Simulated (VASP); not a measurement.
Runs of VASP 6.6.1 on SrO. The structure is that of space group Fm-3m (No. 225), or close to it. The cells are those of the table. 

| level | cell | cutoff (eV) | smearing | gap on the mesh (eV) | pressure (GPa) |
| --- | --- | --- | --- | --- | --- |
| PBE | a = 3.634 Å, angles 60.0°, 2 atoms | 600 | tetrahedron | 3.27 | (b) |
| r2SCAN+rVV10 | a = 3.634 Å, angles 60.0°, 2 atoms | 520 | gaussian 0.05 eV | 3.70 | 0.7 |
| BLYP | a = 3.760 Å, angles 60.0°, 2 atoms | 520 | gaussian 0.05 eV | 3.42 | (a) |
| PBE+D3(BJ) | a = 3.641 Å, angles 60.0°, 2 atoms | 600 | gaussian 0.05 eV | 3.27 | 0.5 |

Alike in all rows: task single point; potentials or basis VASP PAW PBE potentials, release 64 (Sr_sv, O); no spin polarisation; k mesh 8 × 8 × 8.

Task: Estimate the missing entries.

Result: (a) -2.5; (b) 3.4.

Caveats: the PAW data sets were made with another functional, which shifts forces and pressure a little (at least some runs); the cell stands under pressure (at least some runs); three body term missing (at least some runs).

A k mesh can miss the band edges, and the runs leave out spin-orbit coupling on Sr.
